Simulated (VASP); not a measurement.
Write the native input for VASP 6.6.1 that does the following.

- Task: single point
- Functional: LDA
- Potentials or basis: VASP PAW LDA potentials, release 64 (Si)
- Cutoff: 520 eV
- k mesh: 8 × 8 × 6
- Occupations: fermi-dirac, width 0.02 eV
- Spin: no spin polarisation
- Dipole correction: no
- Further INCAR settings: ALGO = Normal; EDIFF = 1e-07; NBANDS = 16

The structure of Si lies in POSCAR:

```
Si
1.0
    2.7009664875      2.7009664875      0.0000000000
   -2.7009664875      2.7009664875      0.0000000000
    0.0000000000      0.0000000000      5.4019329750
Si
4
Direct
    0.2500000000      0.5000000000      0.3750000000
    0.7500000000      0.0000000000      0.8750000000
    0.2500000000      0.0000000000      0.1250000000
    0.7500000000      0.5000000000      0.6250000000
```

The input as run:

INCAR

```
SYSTEM = Si
ALGO     = Normal         ! electronic algorithm
EDIFF    = 1E-7           ! SCF threshold, eV
ENCUT    = 520            ! plane-wave cutoff, eV
GGA      = CA             ! functional
ISIF     = 2              ! what is computed and relaxed
ISMEAR   = -1             ! smearing method
LASPH    = .TRUE.         ! aspherical terms in the spheres
LCHARG   = .TRUE.         ! write CHGCAR
LELF     = .TRUE.         ! ELF
LREAL    = .FALSE.        ! projectors in reciprocal space
LVHAR    = .TRUE.       
LWAVE    = .FALSE.        ! write WAVECAR
NBANDS   = 16             ! bands
NELM     = 60             ! most SCF steps
PREC     = Accurate       ! precision mode
SIGMA    = 0.02           ! smearing width, eV
```

KPOINTS

```
k-points
0
G
  8 8 6
  0 0 0
```

Potentials or basis: VASP PAW LDA potentials, release 64 (Si).

Launch:

```sh
$ cat potpaw_LDA.64/Si/POTCAR > POTCAR
$ mpirun -np 1 vasp_std > vasp.out
```

Results of the run:

```yaml
Pressure: 0.1 GPa
Band_gap_on_the_k_mesh: 0.44 eV
```

Wall time 27 s on 1 thread of AMD EPYC 9R45 96-Core Processor (Zen 5) (shared host), peak memory 0.15 GiB.
